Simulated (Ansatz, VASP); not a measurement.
**CuI in VASP and in Ansatz**

Contents of INCAR:

```
SYSTEM = CuI
ALGO     = Normal         ! electronic algorithm
EDIFF    = 1E-6           ! SCF threshold, eV
ENCUT    = 520            ! plane-wave cutoff, eV
ISIF     = 2              ! what is computed and relaxed
ISMEAR   = 0              ! smearing method
LASPH    = .TRUE.         ! aspherical terms in the spheres
LCHARG   = .FALSE.        ! write CHGCAR
LREAL    = .FALSE.        ! projectors in reciprocal space
LWAVE    = .FALSE.        ! write WAVECAR
NBANDS   = 26             ! bands
NELM     = 100            ! most SCF steps
PREC     = Accurate       ! precision mode
SIGMA    = 0.01           ! smearing width, eV
```

The input KPOINTS:

```
k-points
0
G
  12 12 4
  0 0 0
```

File POSCAR:

```
CuI
1.0
    4.1473371115      0.0000000000      0.0000000000
   -2.0736685558      3.5916992967      0.0000000000
    0.0000000000      0.0000000000      6.3363560900
Cu I
2 2
Direct
    0.0000000000      0.0000000000      0.0000000000
    0.0000000000      0.0000000000      0.5000000000
    0.3333333333      0.6666666667      0.2500000000
    0.6666666667      0.3333333333      0.7500000000
```

Input for Ansatz:

```yaml
crystal:
  lattice:
    - [4.1473371115, 0.0, 0.0]
    - [-2.0736685558, 3.5916992967, 0.0]
    - [0.0, 0.0, 6.33635609]
  atoms:
    - { symbol: Cu, position: [0.0, 0.0, 0.0] }
    - { symbol: Cu, position: [0.0, 0.0, 0.5] }
    - { symbol: I, position: [0.3333333333, 0.6666666667, 0.25] }
    - { symbol: I, position: [0.6666666667, 0.3333333333, 0.75] }
kpoints:
  mp_grid: { grid: [12, 12, 4] }
  band_path:
    path:
      - [0.0, 0.0, 0.0]
      - [0.5, 0.0, 0.0]
      - [0.3333333333, 0.3333333333, 0.0]
      - [0.0, 0.0, 0.5]
      - [0.5, 0.0, 0.5]
      - [0.3333333333, 0.3333333333, 0.5]
      - [0.0, 0.5, 0.0]
    npoints: 1
hamiltonian:
  xc: lda
scf:
  occupations: { method: fixed }
  n_extra_bands: 5
output:
  forces: true
  stress: true
  eigenvalues: true
```

Alike in both runs: task single point; functional LDA; k mesh 12 × 12 × 4; no spin polarisation.

```csv
,VASP,Ansatz
version,VASP 6.6.1,Ansatz 0.2.0
potentials or method,"VASP PAW LDA potentials, release 64 (Cu, I)","plane waves, PAW"
plane-wave cutoff (eV),520,420
occupations,"gaussian, width 0.01 eV",fixed
valence electrons in the cell,36,72
```

VASP gave:

| Property | Result |
| --- | --- |
| gap on the k mesh at the Fermi level (eV) | 0.42 |
| pressure (GPa) | -4.7 |
| traceless stress, the component that is largest in VASP (GPa) | -0.38 |

Problem. Estimate Ansatz's values.

Solution. gap on the k mesh at the Fermi level (eV): 0.39; pressure (GPa): -5.1; traceless stress, the component that is largest in VASP (GPa): -0.41.

LDA's correlation is that of Perdew and Zunger in VASP and of Perdew and Wang (1992) in Ansatz. VASP's potentials hold 36 valence electrons a cell and Ansatz's 72, so a difference there can come from the potentials and not from the codes.

Neither program's run includes spin-orbit coupling.
